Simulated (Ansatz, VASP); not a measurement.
LaPb3 in VASP and in Ansatz

```
CELL_PARAMETERS angstrom
4.80585 0.00000 0.00000
0.00000 4.80585 0.00000
0.00000 0.00000 4.80585
ATOMIC_POSITIONS crystal
La 0.00000 0.00000 0.00000
Pb 0.00000 0.50000 0.50000
Pb 0.50000 0.00000 0.50000
Pb 0.50000 0.50000 0.00000
```

Change from the starting cell: volume scaled by 0.94, crystal datasets.

Alike in both runs: task electric field gradients; functional PBEsol; k mesh 7 × 7 × 7; occupations fermi-dirac, width 0.05 eV; no spin polarisation.

|  | VASP | Ansatz |
| --- | --- | --- |
| version | VASP 6.6.1 | Ansatz 0.2.0 |
| potentials or method | VASP PAW PBE potentials, release 64 (La, Pb_d), cutoff 520 eV | all-electron PAW with datasets made for the crystal, scalar-relativistic |

Ansatz gave:

* pressure (GPa): 2.9
* size of Vzz on the site where it differs most (V/Å²): 348.8

Task: Which values does VASP return?

Result: Pressure (GPa): 2.8; size of Vzz on the site where it differs most (V/Å²): 347.1.

VASP's potentials were made for PBE, not for PBEsol. Ansatz ran all-electron here, and VASP with PAW potentials.

Spin-orbit coupling is off throughout.
